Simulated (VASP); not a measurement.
# PbSe (I4mm) in VASP: notebook

Runs on PbSe. Level: LDA. Tasks: single point.

Everything below comes from runs of VASP 6.6.1. Logs are shortened: lines on timing, memory, paths and dates and some standing lists are left out, and cuts for length are marked.

**1. The cell of the first run**

It takes space group I4mm (No. 107, tetragonal). Conventional cell: a = 4.331 Å, b = 4.331 Å, c = 6.124 Å, α = 90.00°, β = 90.00°, γ = 90.00°. Pb (site symmetry 4mm) has 6 Se at 2.62 to 3.50 Å within 3.5 Å. Se (site symmetry 4mm) has 6 Pb at 2.62 to 3.50 Å within 3.5 Å.

**2. Single point, LDA**

INCAR reads:

```
SYSTEM = PbSe
  PREC = Accurate
  ENCUT = 520
  EDIFF = 1E-6
  ISMEAR = 0
  SIGMA = 0.03
  LREAL = .False.
  LASPH = .True.
  NELM = 80
  ALGO = Normal
  ISIF = 2
  LWAVE = .False.
  LCHARG = .False.
  NBANDS = 17
```

KPOINTS reads:

```
regular mesh
0
Gamma
  10 10 10
  0 0 0
```

POSCAR reads:

```
PbSe
1.0
    0.0000000000      3.0621500000      3.0621500000
    3.0621500000      0.0000000000      3.0621500000
    3.0621500000      3.0621500000      0.0000000000
Pb Se
1 1
Direct
    0.0000000000      0.0000000000      0.0000000000
    0.4285632644      0.4285632644      0.5714367356
```

Potentials or basis: VASP PAW LDA potentials, release 64 (Pb_d, Se).

On the command line:

```console
$ cat potpaw_LDA.64/Pb_d/POTCAR potpaw_LDA.64/Se/POTCAR > POTCAR
$ mpirun -np 1 vasp_std > vasp.out
```

OUTCAR:

```text
SYSTEM = PbSe
   PREC = Accurate
   ENCUT = 520
   EDIFF = 1E-6
   ISMEAR = 0
   LREAL = .False.
   LASPH = .True.
   NELM = 80
   ISIF = 2

 ion  position               nearest neighbor table
   1  0.000  0.000  0.000-   2 2.62   2 3.09   2 3.09   2 3.09   2 3.09
   2  0.429  0.429  0.571-   1 2.62   1 3.09   1 3.09   1 3.09   1 3.09

  LATTYP: Found a face centered cubic cell.
 ALAT       =     6.1243000000

  Lattice vectors:

 A1 = (   0.0000000000,   3.0621500000,   3.0621500000)
 A2 = (   3.0621500000,   0.0000000000,   3.0621500000)
 A3 = (   3.0621500000,   3.0621500000,   0.0000000000)

Analysis of symmetry for initial positions (statically):
=====================================================================
 Subroutine PRICEL returns:
 Original cell was already a primitive cell.

 Routine SETGRP: Setting up the symmetry group for a
 face centered cubic supercell.

 Subroutine GETGRP returns: Found  8 space group operations
 (whereof  8 operations were pure point group operations)
 out of a pool of 48 trial point group operations.

The static configuration has the point symmetry C_4v.

Analysis of symmetry for dynamics (positions and initial velocities):
=====================================================================
 Subroutine PRICEL returns:
 Original cell was already a primitive cell.

 Routine SETGRP: Setting up the symmetry group for a
 face centered cubic supercell.

 Subroutine GETGRP returns: Found  8 space group operations
 (whereof  8 operations were pure point group operations)
 out of a pool of 48 trial point group operations.

The dynamic configuration has the point symmetry C_4v.

 Subroutine INISYM returns: Found  8 space group operations
 (whereof  8 operations are pure point group operations),
 and found     1 'primitive' translations

----------------------------------------------------------------------------------------

                                     Primitive cell

  volume of cell :      57.4261

  direct lattice vectors                    reciprocal lattice vectors
     0.000000000  3.062150000  3.062150000    -0.163283967  0.163283967  0.163283967
     3.062150000  0.000000000  3.062150000     0.163283967 -0.163283967  0.163283967
     3.062150000  3.062150000  0.000000000     0.163283967  0.163283967 -0.163283967

  length of vectors
     4.330534060  4.330534060  4.330534060     0.282816127  0.282816127  0.282816127

  position of ions in fractional coordinates (direct lattice)
     0.000000000  0.000000000  0.000000000
     0.428563264  0.428563264  0.571436736

  ion indices of the primitive-cell ions
   primitive index   ion index
                 1           1
                 2           2

----------------------------------------------------------------------------------------

 KPOINTS: regular mesh

Automatic generation of k-mesh.
 Grid dimensions read from file:
 generate k-points for:   10   10   10

 Generating k-lattice:

  Cartesian coordinates                     Fractional coordinates (reciprocal lattice)
    -0.016328397  0.016328397  0.016328397     0.100000000  0.000000000  0.000000000
     0.016328397 -0.016328397  0.016328397     0.000000000  0.100000000  0.000000000
     0.016328397  0.016328397 -0.016328397     0.000000000  0.000000000  0.100000000

  Length of vectors
     0.028281613  0.028281613  0.028281613

  Shift w.r.t. Gamma in fractional coordinates (k-lattice)
     0.000000000  0.000000000  0.000000000

 Subroutine IBZKPT returns following result:
 ===========================================

 Found    102 irreducible k-points:

 Following reciprocal coordinates:
            Coordinates               Weight
  0.000000  0.000000  0.000000      1.000000
  0.100000  0.000000  0.000000      8.000000
  0.200000  0.000000  0.000000      8.000000
  0.300000  0.000000  0.000000      8.000000
  0.400000  0.000000  0.000000      8.000000
  0.500000  0.000000  0.000000      4.000000
[... 16 lines left out ...]
 -0.100000  0.100000  0.000000      4.000000
  0.000000 -0.100000  0.100000      8.000000
 [... further k-points ...]
   k-points           NKPTS =    102   k-points in BZ     NKDIM =    102   number of bands    NBANDS=     17
   number of dos      NEDOS =    301   number of ions     NIONS =      2
   total plane-waves  NPLWV =  32768
   dimension x,y,z NGX =    32 NGY =   32 NGZ =   32
   dimension x,y,z NGXF=    64 NGYF=   64 NGZF=   64
   ions per type =               1   1
   NGX,Y,Z   is equivalent  to a cutoff of  12.28, 12.28, 12.28 a.u.
   NGXF,Y,Z  is equivalent  to a cutoff of  24.57, 24.57, 24.57 a.u.
 SYSTEM =  PbSe
   PREC   = accura    normal or accurate (medium, high low for compatibility)
   ISTART =      0    job   : 0-new  1-cont  2-samecut
   ICHARG =      2    charge: 1-file 2-atom 10-const
   ISPIN  =      1    spin polarized calculation?
   LNONCOLLINEAR =      F non collinear calculations
   LSORBIT =      F    spin-orbit coupling
   LASPH  =      T    aspherical Exc in radial PAW
   ENCUT  =  520.0 eV  38.22 Ry    6.18 a.u.   8.05  8.05  8.05*2*pi/ulx,y,z
   NELM   =     80;   NELMIN=  2; NELMDL= -5     # of ELM steps
   EDIFF  = 0.1E-05   stopping-criterion for ELM
   LREAL  =      F    real-space projection
   EDIFFG = 0.1E-04   stopping-criterion for IOM
   NSW    =      0    number of steps for IOM
   IBRION =     -1    ionic relax: 0-MD 1-quasi-New 2-CG
   NFREE  =      0    steps in history (QN), initial steepest desc. (CG)
   ISIF   =      2    stress and relaxation
   ISYM   =      2    0-nonsym 1-usesym 2-fastsym
   POTIM  = 0.5000    time-step for ionic-motion
   TEBEG  =    0.0;   TEEND  =   0.0 temperature during run
   PSTRESS=    0.0 pullay stress
   NELECT =      20.0000    total number of electrons
   NUPDOWN=      -1.0000    fix difference up-down
   EMIN   =  10.00;   EMAX   =-10.00  energy-range for DOS
   EFERMI =   0.00;   METHOD = LEGACY
   ISMEAR =     0;   SIGMA  =   0.03  broadening in eV -4-tet -1-fermi 0-gaus
   EFERMI_NEDOS =   21; number of points for ismear=-14 and -15
   IALGO  =     38    algorithm
   IMIX   =      4    mixing-type and parameters
     AMIX     =   0.40;   BMIX     =  1.00
     AMIX_MAG =   1.60;   BMIX_MAG =  1.00
  volume/ion in A,a.u.               =      28.71       193.77
  Fermi-wavevector in a.u.,A,eV,Ry     =   1.151812  2.176610 18.050462  1.326672
  Thomas-Fermi vector in A             =   2.288467
   LORBIT       =      0    0 simple, 1 ext, 2 COOP (PROOUT), +10 PAW based schemes
   GGA     = CA    functional components
   LHFCALC =     F    Hartree Fock is set to
   AEXX    =    0.0000 exact exchange contribution
   IVDW    =     0    specifies the selected vdW correction
   LEPSILON=     F    determine dielectric tensor
   LRPA    =     F    only Hartree local field effects (RPA)
 non-spin polarized calculation
 Gauss-broadening in eV      SIGMA  =   0.03
  energy-cutoff  :      520.00
  volume of cell :       57.43
 maximum number of plane-waves:      1572
   NGX = 17   NGY = 17   NGZ = 17

 number of electron      20.0000000 magnetization

 Free energy of the ion-electron system (eV)
  ---------------------------------------------------
  ext. energy  EPLUGINS =         0.00000000
  ---------------------------------------------------
  free energy    TOTEN  =        -9.30204231 eV

  energy without entropy =       -9.30204231  energy(sigma->0) =       -9.30204231

 E-fermi :   4.7571     XC(G=0):  -9.8057

 val. band max:        4.5613128366   @ k =  -0.2000   0.2000   0.0000
 cond. band min:       5.7016566890   @ k =   0.5000   0.0000   0.0000
 fundamental gap:      1.1403438525
 Fermi energy:         4.7570739866

 k-point     1 :       0.0000    0.0000    0.0000
  band No.  band energies     occupation
      1     -11.8838      2.00000
      2     -11.8356      2.00000
      3     -11.8345      2.00000
      4     -11.8179      2.00000
      5     -11.8179      2.00000
      6      -8.9264      2.00000
[... 9 lines left out ...]
     16      12.1747      0.00000
     17      12.9098      0.00000

 k-point     2 :       0.1000    0.0000    0.0000
  band No.  band energies     occupation
      1     -11.8878      2.00000
      2     -11.8361      2.00000
      3     -11.8341      2.00000
      4     -11.8165      2.00000
      5     -11.8150      2.00000
      6      -8.8483      2.00000
[... 9 lines left out ...]
     16      12.0770      0.00000
     17      13.6426      0.00000

 k-point     3 :       0.2000    0.0000    0.0000
  band No.  band energies     occupation
      1     -11.8984      2.00000
      2     -11.8411      2.00000
      3     -11.8306      2.00000
      4     -11.8119      2.00000
      5     -11.8064      2.00000
      6      -8.6269      2.00000
[... 9 lines left out ...]
     16      12.3097      0.00000
     17      15.1006      0.00000

 k-point     4 :       0.3000    0.0000    0.0000
  band No.  band energies     occupation
      1     -11.9114      2.00000
      2     -11.8478      2.00000
      3     -11.8277      2.00000
      4     -11.8044      2.00000
      5     -11.7952      2.00000
      6      -8.3082      2.00000
[... 9 lines left out ...]
     16      13.0406      0.00000
     17      16.6040      0.00000
[... 343 lines left out ...]
      1     -11.9084      2.00000
      2     -11.8427      2.00000
      3     -11.8306      2.00000
      4     -11.8092      2.00000
      5     -11.7985      2.00000
      6      -8.4612      2.00000
[... 9 lines left out ...]
     16      13.1793      0.00000
     17      14.8719      0.00000

 k-point    23 :      -0.1000    0.1000    0.0000
  band No.  band energies     occupation
      1     -11.8924      2.00000
      2     -11.8407      2.00000
      3     -11.8281      2.00000
      4     -11.8166      2.00000
      5     -11.8122      2.00000
      6      -8.7249      2.00000
[... 9 lines left out ...]
     16      12.4167      0.00000
     17      13.9007      0.00000

 k-point    24 :       0.0000   -0.1000    0.1000
  band No.  band energies     occupation
      1     -11.8957      2.00000
      2     -11.8374      2.00000
      3     -11.8336      2.00000
      4     -11.8148      2.00000
      5     -11.8079      2.00000
      6      -8.7197      2.00000
[... 9 lines left out ...]
     16      12.3294      0.00000
     17      13.9159      0.00000

 [... further k-points ...]
[... 5 lines left out ...]
  --------------------------------------------------------------------------------------
  -------------------------------------------------------------------------------------
  Total       -0.6617790     -0.6617790      2.4189440      0.0000000     -0.0000000      0.0000000
  in kB      -18.4635062    -18.4635062     67.4880726      0.0000000     -0.0000000      0.0000000
  external PRESSURE =      10.1870201 kB  Pullay stress =       0.0000000 kB

 VOLUME and BASIS-vectors are now :
 -----------------------------------------------------------------------------
  energy-cutoff  :      520.00
  volume of cell :       57.43
      direct lattice vectors                 reciprocal lattice vectors
     0.000000000  3.062150000  3.062150000    -0.163283967  0.163283967  0.163283967
     3.062150000  0.000000000  3.062150000     0.163283967 -0.163283967  0.163283967
     3.062150000  3.062150000  0.000000000     0.163283967  0.163283967 -0.163283967

 POSITION                                       TOTAL-FORCE (eV/Angst)
 -----------------------------------------------------------------------------------
      0.00000      0.00000      0.00000         0.000000      0.000000     -1.145581
      3.06215      3.06215      2.62465         0.000000      0.000000      1.145581
 -----------------------------------------------------------------------------------
    total drift:                               -0.000000     -0.000000     -0.000156

  FREE ENERGIE OF THE ION-ELECTRON SYSTEM (eV)
  ---------------------------------------------------
  free  energy   TOTEN  =        -9.3020423077 eV

  energy  without entropy=       -9.3020423077  energy(sigma->0) =       -9.30204231
```

It took 28 s on 1 thread of Intel Xeon 6975P-C (Granite Rapids), shared host; peak memory 0.23 GiB.

What came out:

* Free energy: -9.3020 eV
* Pressure: 1.0 GPa
* Largest force: 1.146 eV/Å
* Band gap on the k mesh: 1.14 eV, indirect (least direct gap 1.28 eV)

Forces on the atoms (eV/Å):
```
Pb   0.000  0.000 -1.146
Se   0.000  0.000  1.146
```

Caveat: the cell differs from its parent crystal (all Se atoms moved +0.438 Å, as atom 2 towards its neighbour atom 1 (Pb) at 3.062 Å); spin-orbit coupling is left out, which moves the levels of the heavy elements; forces of over 1 eV/Å act on the atoms, so gaps and moduli don't describe the material at rest. A k mesh can miss the band edges.

**3. Single point, LDA**

INCAR reads:

```
SYSTEM = PbSe
ALGO = Normal ; EDIFF = 1E-7
ENCUT = 520 ; GGA = CA
ISIF = 2 ; ISMEAR = 0
LASPH = .TRUE. ; LCHARG = .FALSE.
LREAL = .FALSE. ; LWAVE = .FALSE.
NBANDS = 17 ; NELM = 100
PREC = Accurate ; SIGMA = 0.03
```

KPOINTS reads:

```
k-points
0
G
  10 10 10
  0 0 0
```

POSCAR: that of step 2 with these lines changed.

```diff
@@ -9,2 +9,2 @@
     0.0000000000      0.0000000000      0.0000000000
-    0.4285632644      0.4285632644      0.5714367356
+    0.4489737603      0.4489737603      0.5510262397
```

Potentials or basis: VASP PAW LDA potentials, release 64 (Pb_d, Se).

On the command line:

```console
$ cat potpaw_LDA.64/Pb_d/POTCAR potpaw_LDA.64/Se/POTCAR > POTCAR
$ mpirun -np 1 vasp_std > vasp.out
```

OUTCAR:

```text
SYSTEM = PbSe
   EDIFF = 1E-7
   ENCUT = 520
   GGA = CA
   ISIF = 2
   ISMEAR = 0
   LASPH = .TRUE.
   LREAL = .FALSE.
   NELM = 100
   PREC = Accurate

 ion  position               nearest neighbor table
   1  0.000  0.000  0.000-   2 2.75   2 3.08   2 3.08   2 3.08   2 3.08   2 3.37
   2  0.449  0.449  0.551-   1 2.75   1 3.08   1 3.08   1 3.08   1 3.08   1 3.37

  LATTYP: Found a face centered cubic cell.
 ALAT       =     6.1243000000

  Lattice vectors:

 A1 = (   0.0000000000,   3.0621500000,   3.0621500000)
 A2 = (   3.0621500000,   0.0000000000,   3.0621500000)
[... 648 lines left out ...]
      4     -11.8342      2.00000
      5     -11.8276      2.00000
      6      -8.6196      2.00000
[... 9 lines left out ...]
     16      12.3134      0.00000
     17      13.9068      0.00000

 [... further k-points ...]
[... 5 lines left out ...]
  --------------------------------------------------------------------------------------
  -------------------------------------------------------------------------------------
  Total       -0.7069032     -0.7069032      0.7543977      0.0000000      0.0000000      0.0000000
  in kB      -19.7224630    -19.7224630     21.0475505      0.0000000      0.0000000      0.0000000
  external PRESSURE =      -6.1324585 kB  Pullay stress =       0.0000000 kB

 VOLUME and BASIS-vectors are now :
 -----------------------------------------------------------------------------
  energy-cutoff  :      520.00
  volume of cell :       57.43
      direct lattice vectors                 reciprocal lattice vectors
     0.000000000  3.062150000  3.062150000    -0.163283967  0.163283967  0.163283967
     3.062150000  0.000000000  3.062150000     0.163283967 -0.163283967  0.163283967
     3.062150000  3.062150000  0.000000000     0.163283967  0.163283967 -0.163283967

 POSITION                                       TOTAL-FORCE (eV/Angst)
 -----------------------------------------------------------------------------------
      0.00000      0.00000      0.00000         0.000000      0.000000     -0.476021
      3.06215      3.06215      2.74965         0.000000      0.000000      0.476021
 -----------------------------------------------------------------------------------
    total drift:                               -0.000000     -0.000000     -0.000035

  FREE ENERGIE OF THE ION-ELECTRON SYSTEM (eV)
  ---------------------------------------------------
  free  energy   TOTEN  =        -9.3992925115 eV

  energy  without entropy=       -9.3992925115  energy(sigma->0) =       -9.39929251
```

OSZICAR:

```text
N       E                     dE             d eps       ncg     rms          rms(c)
DAV:   1     0.157993356442E+03    0.15799E+03   -0.95573E+03  3484   0.121E+03
DAV:   2     0.206247830465E+01   -0.15593E+03   -0.15050E+03  3648   0.307E+02
DAV:   3    -0.938691238446E+01   -0.11449E+02   -0.11371E+02  4511   0.897E+01
DAV:   4    -0.966195039097E+01   -0.27504E+00   -0.27480E+00  4359   0.154E+01
DAV:   5    -0.967136139631E+01   -0.94110E-02   -0.94106E-02  4996   0.281E+00    0.291E+00
DAV:   6    -0.941074423205E+01    0.26062E+00   -0.65262E-01  5380   0.591E+00    0.171E+00
DAV:   7    -0.940119215201E+01    0.95521E-02   -0.92795E-02  4306   0.154E+00    0.855E-01
DAV:   8    -0.939953230350E+01    0.16598E-02   -0.83498E-03  4468   0.910E-01    0.746E-02
DAV:   9    -0.939928918689E+01    0.24312E-03   -0.16894E-03  5424   0.345E-01    0.470E-02
DAV:  10    -0.939929238012E+01   -0.31932E-05   -0.11726E-04  4022   0.692E-02    0.145E-02
DAV:  11    -0.939929255256E+01   -0.17244E-06   -0.13964E-05  4822   0.331E-02    0.104E-02
DAV:  12    -0.939929251150E+01    0.41060E-07   -0.69113E-07  4775   0.829E-03
   1 F= -.93992925E+01 E0= -.93992925E+01  d E =-.335858E-27
```

stdout:

```text
POSCAR found type information on POSCAR PbSe
 POSCAR found :  2 types and       2 ions
 scaLAPACK will be used
 LDA part: xc-table for (Slater(with rela. corr.)+CA(PZ))
 , standard interpolation
 POSCAR, INCAR and KPOINTS ok, starting setup
 FFT: planning ... GRIDC
 FFT: planning ... GRID_SOFT
 FFT: planning ... GRID
 WAVECAR not read
 entering main loop
```

Run time: 28 s. Hardware: 1 thread of Intel Xeon 6975P-C (Granite Rapids), shared host; peak memory 0.23 GiB.

Results:

| Quantity | Value |
| --- | --- |
| Free energy | -9.3993 eV |
| Pressure | -0.6 GPa |
| Largest force | 0.476 eV/Å |
| Band gap on the k mesh | 0.95 eV, indirect (least direct gap 0.96 eV) |

Forces on the atoms (eV/Å):
```
Pb   0.000  0.000 -0.476
Se   0.000  0.000  0.476
```

Stress tensor (GPa, compression positive):
```
-1.97  0.00  0.00
 0.00 -1.97  0.00
 0.00  0.00  2.10
```

Caveat: the cell differs from its parent crystal (all Se atoms moved +0.312 Å, as atom 2 towards its neighbour atom 1 (Pb) at 3.062 Å); spin-orbit coupling is left out, which moves the levels of the heavy elements. A k mesh can miss the band edges.
